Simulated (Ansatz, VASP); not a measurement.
**One calculation of Zr2NbC3, two programs**

```xyz
6
Lattice="3.3637 -3.6247 0.0000 3.3637 3.6247 0.0000 0.0000 0.0000 3.3413" Properties=species:S:1:pos:R:3 pbc="T T T"
Zr    1.6819   -1.8123    1.6707
Zr    1.6819    1.8123    1.6707
Nb    0.0000    0.0000    0.0000
C     3.3637   -1.5498    0.0000
C     3.3637    1.5498    0.0000
C     3.3637    0.0000    1.6707
```

Change from the starting cell: species swapped into the LaAl2Ag3 type (Cmmm, No. 65).

Alike in both runs: functional PBE; k mesh 4 × 4 × 4; occupations gaussian, width 0.1 eV; no spin polarisation.

Ansatz relaxed the structure, and its values are those at the end. VASP's run is a single point on that final structure, the one shown.

|  | VASP | Ansatz |
| --- | --- | --- |
| version | VASP 6.6.1 | Ansatz 0.2.0 |
| potentials or method | VASP PAW PBE potentials, release 64 (Zr_sv, Nb_sv, C), cutoff 520 eV | scalar-relativistic, plane waves, PAW |
| valence electrons in the cell | 49 | 49 |

|  | VASP | Ansatz | Ansatz less VASP |
| --- | --- | --- | --- |
| gap on the k mesh at the Fermi level (eV) | none | none | - |
| pressure (GPa) | 0.0 | 0.0 | -0.03 |
| rms of the force components (eV/Å) | 0.004 | 0.001 | -0.0029 |

A gap of «none» marks a metal or a gap that the smearing closes. The functional is the same, so the differences come from potentials, cutoffs and numerics.

The k mesh is coarse, so the values compare programs but aren't converged.
